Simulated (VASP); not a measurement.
Set up this calculation in VASP 6.6.1, as the native input.

* Task: single point
* Functional: PBE
* Potentials or basis: VASP PAW PBE potentials, release 64 (Sn_d, Ge_d, P)
* Cutoff: 520 eV
* k mesh: 6 × 6 × 6
* Occupations: gaussian, width 0.1 eV
* Spin: no spin polarisation
* Dipole correction: no
* Further INCAR settings: ALGO = Normal; EDIFF = 1e-06; NBANDS = 39

The structure of SnGeP6 lies in POSCAR:

```
SnGeP6
1.0
    3.6440242765      2.1038783970      3.4899742691
   -3.6440242765      2.1038783970      3.4899742691
    0.0000000000     -4.2077567940      3.4899742691
Sn Ge P
1 1 6
Direct
    0.7537213318      0.7537213318      0.7537213318
    0.2368541000      0.2368541000      0.2368541000
    0.2866745473      0.2866745473      0.7621418506
    0.2412389305      0.6998473464      0.6998473464
    0.2866745473      0.7621418506      0.2866745473
    0.7621418506      0.2866745473      0.2866745473
    0.6998473464      0.6998473464      0.2412389305
    0.6998473464      0.2412389305      0.6998473464
```

One way to write it, as run:

INCAR

```
ALGO = Normal ; EDIFF = 1E-6
ENCUT = 520 ; GGA = PE
ISIF = 2 ; ISMEAR = 0
LASPH = True ; LCHARG = True
LELF = True ; LREAL = False
LVHAR = True ; LWAVE = False
NBANDS = 39 ; NELM = 80
PREC = Accurate ; SIGMA = 0.1
```

KPOINTS

```
k-points
0
Gamma
  6 6 6
```

Potentials or basis: VASP PAW PBE potentials, release 64 (Sn_d, Ge_d, P).

Launch:

```bash
$ cat potpaw_PBE.64/Sn_d/POTCAR potpaw_PBE.64/Ge_d/POTCAR potpaw_PBE.64/P/POTCAR > POTCAR
$ mpirun -np 1 vasp_std > vasp.out
```

Results of the run:

The pressure is -0.2 GPa. The largest force is 0.049 eV/Å. The band gap on the k mesh is zero (bands 29 and 30 overlap by 1.96 eV).

Caveat: spin-orbit coupling is left out, which moves the levels of the heavy elements.

Run time: 2 min on 1 thread of AMD EPYC 9R45 96-Core Processor (Zen 5), on a shared host, peak memory 0.34 GiB.
